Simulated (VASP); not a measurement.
# SiO2 (I-42d) in VASP: further runs

Runs on SiO2. Level: PBEsol. Tasks: single point.

Program: VASP 6.6.1. These are calculated values, not measurements. Logs are shortened: lines on timing, memory, paths and dates and some standing lists are left out, and cuts for length are marked.

### Step 1. The cell of the first run

The structure is tetragonal, space group I-42d (No. 122). The conventional cell has a = 4.684 Å, b = 4.684 Å, c = 7.387 Å, α = 90.00°, β = 90.00°, γ = 90.00°. Si (site symmetry -4) has 4 O at 1.60 Å within 2.1 Å. O (site symmetry 2) has 2 Si at 1.60 Å within 2.1 Å.

### Step 2. Single point, PBEsol (volume scaled by 0.96)

File INCAR:

```
SYSTEM = SiO2
PREC     = Accurate       ! precision mode
ENCUT    = 520            ! plane-wave cutoff, eV
EDIFF    = 1E-7           ! SCF threshold, eV
ISMEAR   = -1             ! smearing method
SIGMA    = 0.03           ! smearing width, eV
LREAL    = .False.        ! projectors in reciprocal space
LASPH    = .True.         ! aspherical terms in the spheres
NELM     = 80             ! most SCF steps
ALGO     = Normal         ! electronic algorithm
ISIF     = 2              ! what is computed and relaxed
LWAVE    = .False.        ! write WAVECAR
LCHARG   = .False.        ! write CHGCAR
GGA      = PS             ! functional
NBANDS   = 25             ! bands
```

File KPOINTS:

```
regular mesh
0
Gamma
  7 7 7
  0 0 0
```

File POSCAR:

```
SiO2
1.0
   -2.3419643100      2.3419643100      3.6933992025
    2.3419643100     -2.3419643100      3.6933992025
    2.3419643100      2.3419643100     -3.6933992025
Si O
2 4
Direct
    0.0000000000      0.0000000000      0.0000000000
    0.7500000000      0.2500000000      0.5000000000
    0.9983800000      0.6250000000      0.8733800000
    0.3750000000      0.2483800000      0.3733800000
    0.7516200000      0.1250000000      0.1266200000
    0.8750000000      0.0016200000      0.6266200000
```

Potentials or basis: VASP PAW PBE potentials, release 64 (Si, O).

On the command line:

```bash
> cat potpaw_PBE.64/Si/POTCAR potpaw_PBE.64/O/POTCAR > POTCAR
> mpirun -np 1 vasp_std > vasp.out
```

OUTCAR:

```text
SYSTEM = SiO2
   PREC = Accurate
   ENCUT = 520
   EDIFF = 1E-7
   ISMEAR = -1
   LREAL = .False.
   LASPH = .True.
   NELM = 80
   ISIF = 2
   GGA = PS

 ion  position               nearest neighbor table
   1  0.000  0.000  0.000-   3 1.60   4 1.60   5 1.60   6 1.60   2 2.98   2 2.98   2 2.98   2 2.98

   2  0.750  0.250  0.500-   3 1.60   4 1.60   5 1.60   6 1.60   1 2.98   1 2.98   1 2.98   1 2.98

   3  0.998  0.625  0.873-   1 1.60   2 1.60
   4  0.375  0.248  0.373-   1 1.60   2 1.60
   5  0.752  0.125  0.127-   1 1.60   2 1.60
   6  0.875  0.002  0.627-   1 1.60   2 1.60

  LATTYP: Found a body centered tetragonal cell.
 ALAT       =     4.6839286200
 C/A-ratio  =     1.5770518734

  Lattice vectors:

 A1 = (  -2.3419643100,   2.3419643100,   3.6933992025)
 A2 = (   2.3419643100,  -2.3419643100,   3.6933992025)
 A3 = (   2.3419643100,   2.3419643100,  -3.6933992025)

Analysis of symmetry for initial positions (statically):
=====================================================================
 Subroutine PRICEL returns:
 Original cell was already a primitive cell.

 Routine SETGRP: Setting up the symmetry group for a
 body centered tetragonal supercell.

 Subroutine GETGRP returns: Found  8 space group operations
 (whereof  4 operations were pure point group operations)
 out of a pool of 16 trial point group operations.

The static configuration has the point symmetry S_4 .
 The point group associated with its full space group is D_2d.

Analysis of symmetry for dynamics (positions and initial velocities):
=====================================================================
 Subroutine PRICEL returns:
 Original cell was already a primitive cell.

 Routine SETGRP: Setting up the symmetry group for a
 body centered tetragonal supercell.

 Subroutine GETGRP returns: Found  8 space group operations
 (whereof  4 operations were pure point group operations)
 out of a pool of 16 trial point group operations.

The dynamic configuration has the point symmetry S_4 .
 The point group associated with its full space group is D_2d.

 Subroutine INISYM returns: Found  8 space group operations
 (whereof  4 operations are pure point group operations),
 and found     1 'primitive' translations

----------------------------------------------------------------------------------------

                                     Primitive cell
[... 95 lines left out ...]
   LSORBIT =      F    spin-orbit coupling
   LASPH  =      T    aspherical Exc in radial PAW
   ENCUT  =  520.0 eV  38.22 Ry    6.18 a.u.   9.22  9.22  9.22*2*pi/ulx,y,z
   NELM   =     80;   NELMIN=  2; NELMDL= -5     # of ELM steps
   EDIFF  = 0.1E-06   stopping-criterion for ELM
   LREAL  =      F    real-space projection
   EDIFFG = 0.1E-05   stopping-criterion for IOM
   NSW    =      0    number of steps for IOM
   IBRION =     -1    ionic relax: 0-MD 1-quasi-New 2-CG
   NFREE  =      0    steps in history (QN), initial steepest desc. (CG)
   ISIF   =      2    stress and relaxation
   ISYM   =      2    0-nonsym 1-usesym 2-fastsym
   POTIM  = 0.5000    time-step for ionic-motion
   TEBEG  =    0.0;   TEEND  =   0.0 temperature during run
   PSTRESS=    0.0 pullay stress
   NELECT =      32.0000    total number of electrons
   NUPDOWN=      -1.0000    fix difference up-down
   EMIN   =  10.00;   EMAX   =-10.00  energy-range for DOS
   EFERMI =   0.00;   METHOD = LEGACY
   ISMEAR =    -1;   SIGMA  =   0.03  broadening in eV -4-tet -1-fermi 0-gaus
   EFERMI_NEDOS =   21; number of points for ismear=-14 and -15
   IALGO  =     38    algorithm
   IMIX   =      4    mixing-type and parameters
     AMIX     =   0.40;   BMIX     =  1.00
     AMIX_MAG =   1.60;   BMIX_MAG =  1.00
  volume/ion in A,a.u.               =      13.51        91.14
  Fermi-wavevector in a.u.,A,eV,Ry     =   1.201091  2.269733 19.628029  1.442619
  Thomas-Fermi vector in A             =   2.336909
   LORBIT       =      0    0 simple, 1 ext, 2 COOP (PROOUT), +10 PAW based schemes
   GGA     = PS    functional components
   LHFCALC =     F    Hartree Fock is set to
   AEXX    =    0.0000 exact exchange contribution
   IVDW    =     0    specifies the selected vdW correction
   LEPSILON=     F    determine dielectric tensor
   LRPA    =     F    only Hartree local field effects (RPA)
 non-spin polarized calculation
  energy-cutoff  :      520.00
  volume of cell :       81.03
 maximum number of plane-waves:      2213
 NGX is ok and might be reduce to    40
   NGX = 19   NGY = 19   NGZ = 19

 number of electron      31.9999993 magnetization

 Free energy of the ion-electron system (eV)
  ---------------------------------------------------
  ext. energy  EPLUGINS =         0.00000000
  ---------------------------------------------------
  free energy    TOTEN  =       -49.18051083 eV

  energy without entropy =      -49.18051083  energy(sigma->0) =      -49.18051083

 E-fermi :   0.7196     XC(G=0):  -8.8861

 val. band max:        0.0728933564   @ k =   0.0000   0.0000   0.0000
 cond. band min:       6.3067658813   @ k =   0.0000   0.0000   0.0000
 fundamental gap:      6.2338725249
 Fermi energy:         0.7196431764

 k-point     1 :       0.0000    0.0000    0.0000
  band No.  band energies     occupation
      1     -19.1843      2.00000
      2     -16.9184      2.00000
      3     -16.8959      2.00000
      4     -16.8959      2.00000
      5      -8.8384      2.00000
      6      -5.3286      2.00000
[... 661 lines left out ...]
     24      13.2874      0.00000
     25      13.5899      0.00000

 [... further k-points ...]
[... 5 lines left out ...]
  --------------------------------------------------------------------------------------
  -------------------------------------------------------------------------------------
  Total        5.0017212      5.0017212      4.1389285      0.0000000     -0.0000000      0.0000000
  in kB       98.8970362     98.8970362     81.8373797      0.0000000     -0.0000000      0.0000000
  external PRESSURE =      93.2104840 kB  Pullay stress =       0.0000000 kB

 VOLUME and BASIS-vectors are now :
 -----------------------------------------------------------------------------
  energy-cutoff  :      520.00
  volume of cell :       81.03
      direct lattice vectors                 reciprocal lattice vectors
    -2.341964310  2.341964310  3.693399203     0.000000000  0.213495995  0.135376647
     2.341964310 -2.341964310  3.693399203     0.213495995  0.000000000  0.135376647
     2.341964310  2.341964310 -3.693399203     0.213495995  0.213495995  0.000000000

 POSITION                                       TOTAL-FORCE (eV/Angst)
 -----------------------------------------------------------------------------------
      0.00000      0.00000      0.00000         0.000000     -0.000000     -0.000000
      0.00000      2.34196      1.84670         0.000000      0.000000      0.000000
      1.17098      2.91987      2.77005         0.000000      0.589308      0.000000
      0.57790      1.17098      0.92335         0.589308      0.000000      0.000000
     -1.17098      1.76406      2.77005         0.000000     -0.589308     -0.000000
     -0.57790      3.51295      0.92335        -0.589308      0.000000     -0.000000
 -----------------------------------------------------------------------------------
    total drift:                                0.000000      0.000000      0.000000

  FREE ENERGIE OF THE ION-ELECTRON SYSTEM (eV)
  ---------------------------------------------------
  free  energy   TOTEN  =       -49.1805108341 eV

  energy  without entropy=      -49.1805108340  energy(sigma->0) =      -49.18051083
```

OSZICAR:

```text
N       E                     dE             d eps       ncg     rms          rms(c)
DAV:   1     0.168077705183E+03    0.16808E+03   -0.16328E+04  2008   0.115E+03
DAV:   2    -0.442027534499E+02   -0.21228E+03   -0.20402E+03  2707   0.275E+02
DAV:   3    -0.550871570374E+02   -0.10884E+02   -0.10837E+02  2664   0.632E+01
DAV:   4    -0.551886106631E+02   -0.10145E+00   -0.10142E+00  2456   0.699E+00
DAV:   5    -0.551897956341E+02   -0.11850E-02   -0.11848E-02  2676   0.740E-01    0.211E+01
DAV:   6    -0.492599499563E+02    0.59298E+01   -0.17782E+01  2446   0.269E+01    0.108E+01
DAV:   7    -0.492026363799E+02    0.57314E-01   -0.66230E-01  2560   0.445E+00    0.376E+00
DAV:   8    -0.491757624806E+02    0.26874E-01   -0.40820E-02  2581   0.165E+00    0.135E+00
DAV:   9    -0.491786938741E+02   -0.29314E-02   -0.16916E-02  2303   0.954E-01    0.259E-01
DAV:  10    -0.491804067832E+02   -0.17129E-02   -0.21173E-03  2466   0.272E-01    0.785E-02
DAV:  11    -0.491805004558E+02   -0.93673E-04   -0.44742E-04  2512   0.148E-01    0.199E-02
DAV:  12    -0.491805072392E+02   -0.67833E-05   -0.31782E-05  2463   0.368E-02    0.105E-02
DAV:  13    -0.491805104737E+02   -0.32346E-05   -0.40285E-06  2447   0.126E-02    0.489E-03
DAV:  14    -0.491805108149E+02   -0.34118E-06   -0.29016E-07  2182   0.339E-03    0.150E-03
DAV:  15    -0.491805108341E+02   -0.19143E-07   -0.35347E-08  1863   0.129E-03
   1 F= -.49180511E+02 E0= -.49180511E+02  d E =-.310411E-10
```

stdout:

```text
POSCAR found type information on POSCAR SiO
 POSCAR found :  2 types and       6 ions
 scaLAPACK will be used
 -----------------------------------------------------------------------------
|                                                                             |
|                                                                             |
|     You enforced a specific xc type in the INCAR file but a different       |
|     I HOPE YOU KNOW WHAT YOU ARE DOING!                                     |
|                                                                             |
 -----------------------------------------------------------------------------

 LDA part: xc-table for (Slater+PW92), standard interpolation
 POSCAR, INCAR and KPOINTS ok, starting setup
 FFT: planning ... GRIDC
 FFT: planning ... GRID_SOFT
 FFT: planning ... GRID
 WAVECAR not read
 entering main loop
```

Wall time 1.7 min (1 thread of Intel Xeon Platinum 8488C (Sapphire Rapids), shared host); peak memory 0.25 GiB.

Results:

- Free energy: -49.1805 eV
- Pressure: 9.3 GPa
- Largest force: 0.589 eV/Å
- Band gap on the k mesh: 6.23 eV, direct

Forces in eV/Å, atoms in the order of the input:
```
Si   0.000  0.000  0.000
Si   0.000  0.000  0.000
O    0.000  0.589  0.000
O    0.589  0.000  0.000
O    0.000 -0.589  0.000
O   -0.589  0.000  0.000
```

Levels at points of the mesh, in eV from the valence-band top:
```
           k point  band 13  band 14  band 15  band 16  band 17  band 18  band 19  band 20
(0.00, 0.00, 0.00)    -1.38    -1.01     0.00     0.00     6.23     8.71    11.51    11.51
```

Caveat: the PAW data sets were made with another functional, which shifts forces and pressure a little. A k mesh can miss the band edges.

[end of part 1 of 2]
